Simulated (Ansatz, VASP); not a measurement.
**Ge: VASP beside Ansatz**

```
CELL_PARAMETERS angstrom
0.00000 2.88957 2.88957
2.88957 0.00000 2.88957
2.88957 2.88957 0.00000
ATOMIC_POSITIONS crystal
Ge 0.00000 0.00000 0.00000
Ge 0.25000 0.25000 0.25000
```

Alike in both runs: task single point; functional HSE06; k mesh 4 × 4 × 4; occupations fermi-dirac, width 0.05 eV; no spin polarisation.

```csv
,VASP,Ansatz
version,VASP 6.6.1,Ansatz 0.2.0 development build
potentials or method,"VASP PAW PBE potentials, release 64 (Ge_d)","plane waves, PAW datasets (generated soft set 1)"
plane-wave cutoff (eV),520,420
valence electrons in the cell,28,28
```

|  | VASP | Ansatz | Ansatz less VASP |
| --- | --- | --- | --- |
| gap on the k mesh at the Fermi level (eV) | 0.30 | 0.29 | -0.012 |

The k mesh is coarse, so the values compare programs but aren't converged.
